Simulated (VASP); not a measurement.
Input of a VASP 6.6.1 run:

The input INCAR:

```
ALGO     = Normal         # electronic algorithm
EDIFF    = 1E-6           # SCF threshold, eV
EDIFFG   = -0.03          # ionic threshold
ENCUT    = 520            # plane-wave cutoff, eV
GGA      = PE             # functional
IBRION   = 2              # ionic algorithm
ISIF     = 2              # what is computed and relaxed
ISMEAR   = 0              # smearing method
LASPH    = True           # aspherical terms in the spheres
LCHARG   = False          # write CHGCAR
LREAL    = Auto         
LWAVE    = False          # write WAVECAR
NELM     = 60             # most SCF steps
NSW      = 80             # ionic steps
PREC     = Accurate       # precision mode
SIGMA    = 0.05           # smearing width, eV
```

Contents of KPOINTS:

```
k-points
0
Gamma
  2 2 2
```

File POSCAR:

```
Si
1.0
    0.0000000000      5.4300000000      5.4300000000
    5.4300000000      0.0000000000      5.4300000000
    5.4300000000      5.4300000000      0.0000000000
Si
17
Direct
    0.0000000000      0.0000000000      0.0000000000
    0.1250000000      0.1250000000      0.1250000000
    0.0000000000      0.0000000000      0.5000000000
    0.1250000000      0.1250000000      0.6250000000
    0.0000000000      0.5000000000      0.0000000000
    0.1250000000      0.6250000000      0.1250000000
    0.0000000000      0.5000000000      0.5000000000
    0.1250000000      0.6250000000      0.6250000000
    0.5000000000      0.0000000000      0.0000000000
    0.6250000000      0.1250000000      0.1250000000
    0.5000000000      0.0000000000      0.5000000000
    0.6250000000      0.1250000000      0.6250000000
    0.5000000000      0.5000000000      0.0000000000
    0.6250000000      0.6250000000      0.1250000000
    0.5000000000      0.5000000000      0.5000000000
    0.6250000000      0.6250000000      0.6250000000
    0.3734762900     -0.1211224600      0.3746926700
```

Potentials or basis: VASP PAW PBE potentials, release 64 (Si).

The run is started by

```bash
$ cat potpaw_PBE.64/Si/POTCAR > POTCAR
$ mpirun -np 1 vasp_std > vasp.out
```

Problem. Predict the band gap on the k mesh.

Solution. Zero (bands 34 and 35 overlap by 0.25 eV).

Problem. Estimate the energy gained by relaxing.

Solution. 7.2 meV/atom.

Forces on the atoms (eV/Å):
```
Si   0.004 -0.003  0.004
Si   0.000  0.005 -0.003
Si   0.004 -0.001  0.005
Si  -0.006  0.001 -0.001
Si   0.000  0.002  0.000
Si  -0.001  0.000  0.000
Si   0.000  0.001 -0.001
Si   0.005 -0.006  0.003
Si   0.002 -0.005  0.006
Si   0.000  0.003 -0.005
Si   0.002 -0.006  0.000
Si   0.001  0.000  0.001
Si  -0.001  0.000 -0.001
Si   0.003 -0.004  0.004
Si  -0.008  0.010 -0.010
Si   0.006 -0.003  0.007
Si  -0.010  0.005 -0.007
```

Caveat: the k points lie up to 0.50 Å⁻¹ apart.
